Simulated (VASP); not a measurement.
A run of VASP 6.6.1 is set up as follows.

The input INCAR:

```
ALGO = Normal
EDIFF = 1E-6
ENCUT = 520
GGA = PE
ISIF = 2
ISMEAR = -1
LASPH = True
LCHARG = False
LREAL = False
LWAVE = False
NBANDS = 20
NELM = 80
PREC = Accurate
SIGMA = 0.08
```

KPOINTS

```
k-points
0
Gamma
  11 11 11
```

File POSCAR:

```
SnO2
1.0
    0.0000000000      2.5712781804      2.5712781804
    2.5712781804      0.0000000000      2.5712781804
    2.5712781804      2.5712781804      0.0000000000
Sn O
1 2
Direct
    0.0000000000      0.0000000000      0.0000000000
    0.2500000000      0.2500000000      0.2500000000
    0.7500000000      0.7500000000      0.7500000000
```

Potentials or basis: VASP PAW PBE potentials, release 64 (Sn_d, O).

The run is started by

```bash
$ cat potpaw_PBE.64/Sn_d/POTCAR potpaw_PBE.64/O/POTCAR > POTCAR
$ mpirun -np 1 vasp_std > vasp.out
```

Task: What does it give for the band gap on the k mesh?

Result: Zero (band 13 reaches 7.34 eV, above the bottom of band 14 at 7.24 eV).

Task: Predict the pressure.

Result: 0.7 GPa.

Caveat: spin-orbit coupling is left out, which moves the levels of the heavy elements.
